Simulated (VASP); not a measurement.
Ti (a cell with a defect), 26 atoms in the cell. The cell holds a defect, 26 atoms: a = 8.723 Å, b = 8.723 Å, c = 8.723 Å, α = 60.00°, β = 60.00°, γ = 60.00°.  This cell differs from its parent crystal: atoms taken out, then relaxed in part.

| Item | Value |
| --- | --- |
| Program | VASP 6.6.1 |
| Task | single point |
| Functional | PBE |
| Potentials or basis | VASP PAW PBE potentials, release 64 (Ti_sv) |
| Cutoff | 520 eV |
| k mesh | 4 × 4 × 4 |
| Occupations | gaussian, width 0.1 eV |
| Spin | no spin polarisation |
| Dipole correction | no |
| Further INCAR settings | LREAL = Auto; ALGO = Normal; EDIFF = 1e-06; NBANDS = 175 |

Potentials or basis: VASP PAW PBE potentials, release 64 (Ti_sv).

Run with:

```sh
$ cat potpaw_PBE.64/Ti_sv/POTCAR > POTCAR
$ mpirun -np 1 vasp_std > vasp.out
```

Hardware: 1 thread of Intel(R) Xeon(R) Platinum 8488C (Sapphire Rapids), with other jobs on the host.

**Question.** How long does it take, and how much memory?

**Answer.** Wall time 34 min on 1 thread of Intel(R) Xeon(R) Platinum 8488C (Sapphire Rapids) (shared host), peak memory 0.88 GiB. Counts: scf iterations 20, k points 8.
